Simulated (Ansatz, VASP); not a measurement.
# One calculation of LuZrBr6, two programs

```
Lu Zr Br
1.0
     7.31728    0.00000    0.00000
    -3.65864    6.33695    0.00000
     0.00000    0.00000    7.07612
Lu Zr Br
1 1 6
Direct
  0.00000 0.00000 0.00000
  0.00000 0.00000 0.50000
  0.28477 0.00000 0.74269
  0.00000 0.28477 0.74269
  0.71523 0.71523 0.74269
  0.28477 0.00000 0.25731
  0.00000 0.28477 0.25731
  0.71523 0.71523 0.25731
```

Alike in both runs: task relaxation of cell and atoms; functional PBE; k mesh 3 × 3 × 4; occupations gaussian, width 0.1 eV; no spin polarisation.

|  | VASP | Ansatz |
| --- | --- | --- |
| version | VASP 6.6.1 | Ansatz 0.2.0 |
| potentials or method | VASP PAW PBE potentials, release 64 (Lu, Zr_sv, Br), cutoff 600 eV | scalar-relativistic, plane waves, PAW |
| valence electrons in the cell | 79 | 79 |

|  | VASP | Ansatz | Ansatz less VASP |
| --- | --- | --- | --- |
| gap on the k mesh at the Fermi level, each at its own relaxed structure (eV) | none | none | - |
| relaxed volume (Å³/atom) | 41.24 | 41.38 | +0.136 |
| relaxed cell length with the largest relative difference (Å) | 7.331 | 7.345 | +0.0140 |

A gap of «none» marks a metal or a gap that the smearing closes.

Spin-orbit coupling is off throughout.
